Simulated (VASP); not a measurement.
Runs of VASP 6.6.1 on Ag. The structure is that of space group Im-3m (No. 229), or close to it. The cells are those of the table. This isn't the form of Ag at room conditions, which is fcc.

```tsv
cell	gap on the mesh (eV)	pressure (GPa)
a = 2.801 Å, angles 109.5°, 1 atom	none	6.2
a = 2.897 Å, angles 109.5°, 1 atom	none	-3.3
a = 2.878 Å, angles 109.5°, 1 atom	none	(a)
a = 2.821 Å, angles 109.5°, 1 atom	none	3.8
```

Alike in all rows: task single point; level PBE; potentials or basis VASP PAW PBE potentials, release 64 (Ag); no spin polarisation; k mesh 46 × 46 × 46; cutoff (eV) 520; smearing fermi-dirac 0.0612256 eV.

Fill in the values left out.

(a) -1.8.

Caveats: the cell stands under pressure (at least some runs); the cell stands under tension (at least some runs).

A k mesh can miss the band edges, and the runs leave out spin-orbit coupling on Ag.

A gap of «none» marks levels without a gap at the run's occupations.
